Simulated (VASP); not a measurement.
Wanted: the native input for a VASP 6.6.1 run.

```yaml
Task: relaxation of cell and atoms
Functional: PBEsol
Potentials_or_basis: VASP PAW PBE potentials, release 64 (Se)
Cutoff: 600 eV
k_mesh: 8 × 8 × 8
Occupations: fermi-dirac, width 0.05 eV
Spin: no spin polarisation
Dipole_correction: no
Further_INCAR_settings: ALGO = Normal; EDIFF = 1e-07; IBRION = 2; EDIFFG = -0.002; NSW = 100; ISIF = 3
```

The structure of Se lies in POSCAR:

```
Se
1.0
    4.3662000000      0.0000000000      0.0000000000
   -2.1831000000      3.7812401180      0.0000000000
    0.0000000000      0.0000000000      4.9536000000
Se
3
Direct
    0.2254000000      0.0000000000      0.3333333333
    0.0000000000      0.2254000000      0.6666666667
    0.7746000000      0.7746000000      0.0000000000
```

The input as run:

INCAR

```
PREC     = Accurate       # precision mode
ENCUT    = 600            # plane-wave cutoff, eV
EDIFF    = 1E-7           # SCF threshold, eV
ISMEAR   = -1             # smearing method
SIGMA    = 0.05           # smearing width, eV
LREAL    = False          # projectors in reciprocal space
LASPH    = True           # aspherical terms in the spheres
NELM     = 80             # most SCF steps
ALGO     = Normal         # electronic algorithm
ISIF     = 3              # what is computed and relaxed
LWAVE    = False          # write WAVECAR
LCHARG   = False          # write CHGCAR
GGA      = PS             # functional
IBRION   = 2              # ionic algorithm
NSW      = 100            # ionic steps
EDIFFG   = -0.002         # ionic threshold
```

KPOINTS

```
regular mesh
0
Gamma
  8 8 8
```

Potentials or basis: VASP PAW PBE potentials, release 64 (Se).

Launch:

```bash
$ cat potpaw_PBE.64/Se/POTCAR > POTCAR
$ mpirun -np 1 vasp_std > vasp.out
```

Results of the run:

| Property | Result |
| --- | --- |
| Relaxed volume | 24.10 Å³/atom |
| Relaxed cell | a = 4.035 Å, b = 4.035 Å, c = 5.129 Å, α = 90.00°, β = 90.00°, γ = 120.00° |
| Space group after relaxing (to 0.1 Å) | P3_121 (No. 152) |
| Energy gained by relaxing | 25.1 meV/atom |
| Ionic steps | 20 |
| Pressure after relaxing | 0.0 GPa |
| Band gap on the k mesh | 0.71 eV |

Caveat: semilocal functionals underestimate gaps, and a narrow one can read as zero; the PAW data sets were made with another functional, which shifts forces and pressure a little.

Wall time 7 min on 1 thread of Oxide Virtual Turin-like Processor (shared host), peak memory 0.23 GiB.
